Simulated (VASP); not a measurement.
# Li16H (a cell with a defect) in VASP: further runs, part 3 of 3

VASP 6.6.1.

### 4 Single point, PBE

Input file INCAR:

```
  PREC = Accurate
  ENCUT = 520
  EDIFF = 1E-7
  ISMEAR = 0
  SIGMA = 0.1
  LREAL = Auto
  LASPH = T
  NELM = 60
  ALGO = Normal
  ISIF = 2
  LWAVE = F
  LCHARG = F
  GGA = PE
  NBANDS = 38
```

Input file KPOINTS:

```
Automatic mesh
0
Gamma
  3 3 3
```

Input file POSCAR:

```
Li16H
1.0
    6.9800000000      0.0000000000      0.0000000000
    0.0000000000      6.9800000000      0.0000000000
    0.0000000000      0.0000000000      6.9800000000
Li H
16 1
Direct
    0.0304545845      0.0103941261      0.0002253582
    0.4622166189      0.0117438395      0.0002372493
   -0.0059399713      0.5036892550      0.0000911175
   -0.0069325215     -0.0060938395      0.5001895415
    0.2454011461      0.2531359599      0.2560174785
    0.4984050143      0.5019977077      0.0001131805
    0.4991047278     -0.0043018625      0.5001664756
    0.7468065903      0.2417749284      0.2461024355
   -0.0246249284      0.5013133238      0.5001812321
    0.2469722063      0.7353833811      0.2657063037
    0.2454358166      0.2532028653      0.7440458453
    0.5171356734      0.4999406877      0.5001628940
    0.7454918338      0.7638320917      0.2368199140
    0.7467849570      0.2417260745      0.7541343840
    0.2470140401      0.7354388252      0.7344975645
    0.7454703438      0.7639300860      0.7634862464
    0.2461061605      0.1750293696      0.0000161891
```

Potentials or basis: VASP PAW PBE potentials, release 64 (Li_sv, H).

Command:

```bash
$ cat potpaw_PBE.64/Li_sv/POTCAR potpaw_PBE.64/H/POTCAR > POTCAR
$ mpirun -np 1 vasp_std > vasp.out
```

OUTCAR:

```text
PREC = Accurate
   ENCUT = 520
   EDIFF = 1E-7
   ISMEAR = 0
   LREAL = Auto
   LASPH = T
   NELM = 60
   ISIF = 2
   GGA = PE

 ion  position               nearest neighbor table
   1  0.030  0.010  0.000-
   2  0.462  0.012  0.000-
   3  0.994  0.504  0.000-
   4  0.993  0.994  0.500-
   5  0.245  0.253  0.256-
   6  0.498  0.502  0.000-
[... 9 lines left out ...]
  16  0.745  0.764  0.763-
  17  0.246  0.175  0.000-

  LATTYP: Found a simple cubic cell.
 ALAT       =     6.9800000000

  Lattice vectors:

 A1 = (   6.9800000000,   0.0000000000,   0.0000000000)
 A2 = (   0.0000000000,   6.9800000000,   0.0000000000)
 A3 = (   0.0000000000,   0.0000000000,   6.9800000000)

Analysis of symmetry for initial positions (statically):
=====================================================================
 Subroutine PRICEL returns:
 Original cell was already a primitive cell.

 Routine SETGRP: Setting up the symmetry group for a
 simple cubic supercell.

 Subroutine GETGRP returns: Found  1 space group operations
 (whereof  1 operations were pure point group operations)
 out of a pool of 48 trial point group operations.

The static configuration has the point symmetry C_1 .

Analysis of symmetry for dynamics (positions and initial velocities):
=====================================================================
 Subroutine PRICEL returns:
 Original cell was already a primitive cell.

 Routine SETGRP: Setting up the symmetry group for a
 simple cubic supercell.

 Subroutine GETGRP returns: Found  1 space group operations
 (whereof  1 operations were pure point group operations)
 out of a pool of 48 trial point group operations.

The dynamic configuration has the point symmetry C_1 .

 Subroutine INISYM returns: Found  1 space group operations
 (whereof  1 operations are pure point group operations),
 and found     1 'primitive' translations

----------------------------------------------------------------------------------------

                                     Primitive cell

  volume of cell :     340.0684

  direct lattice vectors                    reciprocal lattice vectors
     6.980000000  0.000000000  0.000000000     0.143266476  0.000000000  0.000000000
     0.000000000  6.980000000  0.000000000     0.000000000  0.143266476  0.000000000
     0.000000000  0.000000000  6.980000000     0.000000000  0.000000000  0.143266476

  length of vectors
     6.980000000  6.980000000  6.980000000     0.143266476  0.143266476  0.143266476

  position of ions in fractional coordinates (direct lattice)
     0.030454584  0.010394126  0.000225358
     0.462216619  0.011743839  0.000237249
     0.994060029  0.503689255  0.000091117
     0.993067479  0.993906161  0.500189541
     0.245401146  0.253135960  0.256017478
     0.498405014  0.501997708  0.000113181
[... 60 lines left out ...]
  0.000000  0.000000  0.000000      1.000000
  0.333333  0.000000  0.000000      2.000000
  0.000000  0.333333  0.000000      2.000000
  0.000000  0.000000  0.333333      2.000000
  0.333333  0.333333  0.000000      2.000000
  0.000000  0.333333  0.333333      2.000000
  0.333333  0.000000  0.333333      2.000000
 -0.333333  0.333333  0.000000      2.000000
 -0.333333  0.000000  0.333333      2.000000
  0.000000 -0.333333  0.333333      2.000000
  0.333333  0.333333  0.333333      2.000000
 -0.333333  0.333333  0.333333      2.000000
 -0.333333 -0.333333  0.333333      2.000000
  0.333333 -0.333333  0.333333      2.000000
   k-points           NKPTS =     14   k-points in BZ     NKDIM =     14   number of bands    NBANDS=     38
   number of dos      NEDOS =    301   number of ions     NIONS =     17
   total plane-waves  NPLWV = 157464
   dimension x,y,z NGX =    54 NGY =   54 NGZ =   54
   dimension x,y,z NGXF=   108 NGYF=  108 NGZF=  108
   ions per type =              16   1
   NGX,Y,Z   is equivalent  to a cutoff of  12.86, 12.86, 12.86 a.u.
   NGXF,Y,Z  is equivalent  to a cutoff of  25.72, 25.72, 25.72 a.u.
 SYSTEM =  unknown system
   PREC   = accura    normal or accurate (medium, high low for compatibility)
   ISTART =      0    job   : 0-new  1-cont  2-samecut
   ICHARG =      2    charge: 1-file 2-atom 10-const
   ISPIN  =      1    spin polarized calculation?
   LNONCOLLINEAR =      F non collinear calculations
   LSORBIT =      F    spin-orbit coupling
   LASPH  =      T    aspherical Exc in radial PAW
   ENCUT  =  520.0 eV  38.22 Ry    6.18 a.u.  12.98 12.98 12.98*2*pi/ulx,y,z
   NELM   =     60;   NELMIN=  2; NELMDL= -5     # of ELM steps
   EDIFF  = 0.1E-06   stopping-criterion for ELM
   LREAL  =      T    real-space projection
   EDIFFG = 0.1E-05   stopping-criterion for IOM
   NSW    =      0    number of steps for IOM
   IBRION =     -1    ionic relax: 0-MD 1-quasi-New 2-CG
   NFREE  =      0    steps in history (QN), initial steepest desc. (CG)
   ISIF   =      2    stress and relaxation
   ISYM   =      2    0-nonsym 1-usesym 2-fastsym
   POTIM  = 0.5000    time-step for ionic-motion
   TEBEG  =    0.0;   TEEND  =   0.0 temperature during run
   PSTRESS=    0.0 pullay stress
   NELECT =      49.0000    total number of electrons
   NUPDOWN=      -1.0000    fix difference up-down
   EMIN   =  10.00;   EMAX   =-10.00  energy-range for DOS
   EFERMI =   0.00;   METHOD = LEGACY
   ISMEAR =     0;   SIGMA  =   0.10  broadening in eV -4-tet -1-fermi 0-gaus
   EFERMI_NEDOS =   21; number of points for ismear=-14 and -15
   IALGO  =     38    algorithm
   IMIX   =      4    mixing-type and parameters
     AMIX     =   0.40;   BMIX     =  1.00
     AMIX_MAG =   1.60;   BMIX_MAG =  1.00
  volume/ion in A,a.u.               =      20.00       134.99
  Fermi-wavevector in a.u.,A,eV,Ry     =   0.858258  1.621873 10.022155  0.736608
  Thomas-Fermi vector in A             =   1.975436
   LORBIT       =      0    0 simple, 1 ext, 2 COOP (PROOUT), +10 PAW based schemes
   GGA     = PE    functional components
   LHFCALC =     F    Hartree Fock is set to
   AEXX    =    0.0000 exact exchange contribution
   IVDW    =     0    specifies the selected vdW correction
   LEPSILON=     F    determine dielectric tensor
   LRPA    =     F    only Hartree local field effects (RPA)
 non-spin polarized calculation
 Gauss-broadening in eV      SIGMA  =   0.10
  energy-cutoff  :      520.00
  volume of cell :      340.07
 maximum number of plane-waves:      9180
 NGX is ok and might be reduce to    54
   NGX = 25   NGY = 25   NGZ = 25

 number of electron      49.0000009 magnetization

 Free energy of the ion-electron system (eV)
  ---------------------------------------------------
  ext. energy  EPLUGINS =         0.00000000
  ---------------------------------------------------
  free energy    TOTEN  =       -34.25520590 eV

  energy without entropy =      -34.19334505  energy(sigma->0) =      -34.22427548

 E-fermi :   0.5243     XC(G=0):  -6.9686

 val. band max:        0.5129265608   @ k =  -0.3333   0.0000   0.3333
 cond. band min:       0.5286073085   @ k =   0.3333   0.3333   0.0000
 fundamental gap:      0.0156807477
 Fermi energy:         0.5243318527

 k-point     1 :       0.0000    0.0000    0.0000
  band No.  band energies     occupation
      1     -46.2398      2.00000
      2     -46.2383      2.00000
      3     -46.0850      2.00000
      4     -46.0829      2.00000
      5     -46.0727      2.00000
      6     -46.0708      2.00000
[... 535 lines left out ...]
     35       3.6526      0.00000
     36       3.8007      0.00000
 [bands above 36 left out]

------------------------ aborting loop because EDIFF is reached ----------------------------------------

  FORCE on cell =-STRESS in cart. coord.  units (eV):
  Direction    XX          YY          ZZ          XY          YZ          ZX
  --------------------------------------------------------------------------------------
  -------------------------------------------------------------------------------------
  Total       -1.6335131     -1.9718162     -1.4733442     -0.0196881      0.0018536     -0.0017695
  in kB       -7.6960333     -9.2898936     -6.9414231     -0.0927571      0.0087331     -0.0083366
  external PRESSURE =      -7.9757834 kB  Pullay stress =       0.0000000 kB

 VOLUME and BASIS-vectors are now :
 -----------------------------------------------------------------------------
  energy-cutoff  :      520.00
  volume of cell :      340.07
      direct lattice vectors                 reciprocal lattice vectors
     6.980000000  0.000000000  0.000000000     0.143266476  0.000000000  0.000000000
     0.000000000  6.980000000  0.000000000     0.000000000  0.143266476  0.000000000
     0.000000000  0.000000000  6.980000000     0.000000000  0.000000000  0.143266476

 POSITION                                       TOTAL-FORCE (eV/Angst)
 -----------------------------------------------------------------------------------
      0.21257      0.07255      0.00157         0.002088      0.003137     -0.000894
      3.22627      0.08197      0.00166        -0.001167      0.001872     -0.001138
      6.93854      3.51575      0.00064        -0.000591     -0.006502      0.000318
      6.93161      6.93747      3.49132         0.001503     -0.001947     -0.000030
      1.71290      1.76689      1.78700         0.001625      0.001025      0.007412
      3.47887      3.50394      0.00079        -0.002984     -0.007962     -0.000815
[... 9 lines left out ...]
      5.20338      5.33223      5.32913         0.000030     -0.002579      0.002567
      1.71782      1.22170      0.00011        -0.001861      0.003561      0.001416
 -----------------------------------------------------------------------------------
    total drift:                               -0.007384      0.008757     -0.004886

  FREE ENERGIE OF THE ION-ELECTRON SYSTEM (eV)
  ---------------------------------------------------
  free  energy   TOTEN  =       -34.2552059047 eV

  energy  without entropy=      -34.1933450543  energy(sigma->0) =      -34.22427548
```

It took 8.7 min on 1 thread of Oxide Virtual Turin-like, shared host; peak memory 0.37 GiB.

Results:

```yaml
Free_energy: -34.2552 eV
Largest_force: 0.010 eV/Å
```

Forces in eV/Å, atoms in the order of the input:
```
Li   0.002  0.003 -0.001
Li  -0.001  0.002 -0.001
Li  -0.001 -0.007  0.000
Li   0.002 -0.002  0.000
Li   0.002  0.001  0.007
Li  -0.003 -0.008 -0.001
Li   0.004 -0.001 -0.001
Li  -0.001 -0.002  0.001
Li   0.001  0.001  0.000
Li  -0.003  0.006 -0.005
Li   0.001  0.000 -0.005
Li   0.000  0.001  0.000
Li   0.001 -0.001 -0.004
Li   0.000 -0.002 -0.002
Li  -0.003  0.007  0.006
Li   0.000 -0.003  0.003
H   -0.002  0.004  0.001
```

Caveat: the cutoff is under 1.25 times the usual one of these potentials, so pressure, stress and relaxed cells hold a basis-set (Pulay) error.

### 5 Single point, PBE

Input file INCAR:

```
SYSTEM = Li16H
  PREC = Accurate
  ENCUT = 520
  EDIFF = 1E-7
  ISMEAR = 0
  SIGMA = 0.1
  LREAL = Auto
  LASPH = .True.
  NELM = 100
  ALGO = Normal
  ISIF = 2
  LWAVE = .False.
  LCHARG = .False.
  GGA = PE
  NBANDS = 38
```

Input file KPOINTS:

```
Automatic mesh
0
Gamma
  3 3 3
  0 0 0
```

Input file POSCAR:

```
Li16H
1.0
    6.9800000000      0.0000000000      0.0000000000
    0.0000000000      6.9800000000      0.0000000000
    0.0000000000      0.0000000000      6.9800000000
Li H
16 1
Direct
    0.0295995702      0.0075027221      0.0000767908
    0.4650581662      0.0062041547      0.0000760745
   -0.0088348138      0.5066568768      0.0000461318
   -0.0031979943     -0.0022137536      0.5000557307
    0.2479141834      0.2531578797      0.2497094556
    0.5034611748      0.5082567335      0.0000448424
    0.4978628940     -0.0036448424      0.5000568768
    0.7468730659      0.2414581662      0.2447929799
   -0.0220555874      0.4963851003      0.5000687679
    0.2465366762      0.7334234957      0.2663193410
    0.2479133238      0.2531478510      0.7503866762
    0.5168018625      0.4977666189      0.5000689112
    0.7480475645      0.7640340974      0.2420879656
    0.7468739255      0.2414309456      0.7553210602
    0.2465363897      0.7334472779      0.7337889685
    0.7480492837      0.7640593123      0.7580289398
    0.2477560172      0.1623161891      0.0000560172
```

Potentials or basis: VASP PAW PBE potentials, release 64 (Li_sv, H).

Command:

```bash
$ cat potpaw_PBE.64/Li_sv/POTCAR potpaw_PBE.64/H/POTCAR > POTCAR
$ mpirun -np 1 vasp_std > vasp.out
```

OUTCAR:

```text
SYSTEM = Li16H
   PREC = Accurate
   ENCUT = 520
   EDIFF = 1E-7
   ISMEAR = 0
   LREAL = Auto
   LASPH = .True.
   NELM = 100
   ISIF = 2
   GGA = PE

 ion  position               nearest neighbor table
   1  0.030  0.008  0.000-
   2  0.465  0.006  0.000-
   3  0.991  0.507  0.000-
   4  0.997  0.998  0.500-
   5  0.248  0.253  0.250-
   6  0.503  0.508  0.000-
[... 774 lines left out ...]
  -------------------------------------------------------------------------------------
  Total       -1.5038588     -1.8285193     -1.4654324      0.0056743      0.0008767     -0.0003356
  in kB       -7.0851879     -8.6147736     -6.9041481      0.0267333      0.0041303     -0.0015814
  external PRESSURE =      -7.5347032 kB  Pullay stress =       0.0000000 kB

 VOLUME and BASIS-vectors are now :
 -----------------------------------------------------------------------------
  energy-cutoff  :      520.00
  volume of cell :      340.07
      direct lattice vectors                 reciprocal lattice vectors
     6.980000000  0.000000000  0.000000000     0.143266476  0.000000000  0.000000000
     0.000000000  6.980000000  0.000000000     0.000000000  0.143266476  0.000000000
     0.000000000  0.000000000  6.980000000     0.000000000  0.000000000  0.143266476

 POSITION                                       TOTAL-FORCE (eV/Angst)
 -----------------------------------------------------------------------------------
      0.20660      0.05237      0.00054         0.000533      0.000107     -0.000227
      3.24611      0.04330      0.00053        -0.000197      0.001303      0.000351
      6.91833      3.53647      0.00032         0.000318      0.000443      0.000375
      6.95768      6.96455      3.49039         0.003716      0.001535      0.000356
      1.73044      1.76704      1.74297        -0.002317      0.000695     -0.000392
      3.51416      3.54763      0.00031        -0.000712     -0.002216      0.000340
[... 9 lines left out ...]
      5.22138      5.33313      5.29104        -0.000274     -0.004062      0.000018
      1.72934      1.13297      0.00039         0.000004      0.000165      0.000005
 -----------------------------------------------------------------------------------
    total drift:                               -0.007696      0.019938     -0.000991

  FREE ENERGIE OF THE ION-ELECTRON SYSTEM (eV)
  ---------------------------------------------------
  free  energy   TOTEN  =       -34.2536653279 eV

  energy  without entropy=      -34.1915020996  energy(sigma->0) =      -34.22258371
```

stdout:

```text
POSCAR found type information on POSCAR LiH
 POSCAR found :  2 types and      17 ions
 scaLAPACK will be used
 LDA part: xc-table for (Slater+PW92), standard interpolation
 POSCAR, INCAR and KPOINTS ok, starting setup
 FFT: planning ... GRIDC
 FFT: planning ... GRID_SOFT
 FFT: planning ... GRID
 WAVECAR not read
 entering main loop
```

Run time: 11 min. Hardware: 1 thread of Oxide Virtual Turin-like, shared host; peak memory 0.37 GiB.

Results:

* Free energy: -34.2537 eV
* Largest force: 0.004 eV/Å

Forces on the atoms (eV/Å):
```
Li   0.001  0.000  0.000
Li   0.000  0.001  0.000
Li   0.000  0.000  0.000
Li   0.004  0.002  0.000
Li  -0.002  0.001  0.000
Li  -0.001 -0.002  0.000
Li   0.003  0.002  0.000
Li   0.001 -0.002 -0.001
Li   0.001  0.001  0.000
Li  -0.003  0.001 -0.003
Li  -0.002  0.001  0.001
Li   0.001  0.001  0.000
Li   0.000 -0.004  0.000
Li   0.000 -0.001  0.001
Li  -0.003  0.002  0.002
Li   0.000 -0.004  0.000
H    0.000  0.000  0.000
```

Caveat: the cutoff is under 1.25 times the usual one of these potentials, so pressure, stress and relaxed cells hold a basis-set (Pulay) error.
